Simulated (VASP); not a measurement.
Here is a VASP 6.6.1 calculation.

The input INCAR:

```
PREC = Accurate
ENCUT = 600
EDIFF = 1E-7
ISMEAR = -1
SIGMA = 0.05
LREAL = False
LASPH = True
NELM = 60
ALGO = Normal
ISIF = 3
LWAVE = False
LCHARG = False
GGA = PS
IBRION = 2
NSW = 60
EDIFFG = -0.01
PSTRESS = 200.0
```

KPOINTS

```
Automatic mesh
0
Gamma
  7 7 7
```

File POSCAR:

```
Ba
1.0
    4.3116136979      0.0000000000      0.0000000000
   -2.1558068490      3.7339669937      0.0000000000
    0.0000000000      0.0000000000      3.9134133000
Ba
1
Direct
    0.0000000000      0.0000000000      0.0000000000
```

Potentials or basis: VASP PAW PBE potentials, release 64 (Ba_sv).

Launch:

```sh
$ cat potpaw_PBE.64/Ba_sv/POTCAR > POTCAR
$ mpirun -np 1 vasp_std > vasp.out
```

(1) Predict the band gap on the k mesh.

(2) Predict the space group after relaxing (to 0.1 Å).

(3) What does it give for the relaxed volume?

Answers

(1) zero (bands 5 and 6 overlap by 2.48 eV).

(2) P6/mmm (No. 191).

(3) 28.01 Å³/atom.

Caveat: the cell is relaxed towards a set pressure, so the run minimises the enthalpy, not the energy; the volume moved by over 15 % at a fixed basis, so the end points are rough; the PAW data sets were made with another functional, which shifts forces and pressure a little; spin-orbit coupling is left out, which moves the levels of the heavy elements.
